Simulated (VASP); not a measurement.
The system is SrO.

```xyz
2
Lattice="0.0000 2.7685 2.7685 2.7685 0.0000 2.7685 2.7685 2.7685 0.0000" Properties=species:S:1:pos:R:3 pbc="T T T"
Sr    0.0000    0.0000    0.0000
O     1.3843    1.3843    1.3843
```

This cell differs from its parent crystal: strain -0.9%.

Base run:

* Program: VASP 6.6.1
* Functional: r2SCAN
* Potentials or basis: VASP PAW PBE potentials, release 64 (Sr_sv, O)
* Cutoff: 520 eV
* k mesh: 8 × 8 × 8
* Occupations: gaussian, width 0.01 eV
* Spin: no spin polarisation

Its results: band gap on the k mesh 2.97 eV (least direct gap 3.88 eV); pressure 2.3 GPa.

**Question.** The run is repeated on the same cell with these changes: functional from r2SCAN to PBE; occupations from gaussian, width 0.01 eV to fermi-dirac, width 0.02 eV. What comes out?

**Answer.** Band gap on the k mesh 2.59 eV (least direct gap 3.49 eV); pressure 3.2 GPa.

Caveats: the PAW data sets were made with another functional, which shifts forces and pressure a little (at least some runs); the cell stands under pressure (at least some runs).

A k mesh can miss the band edges.
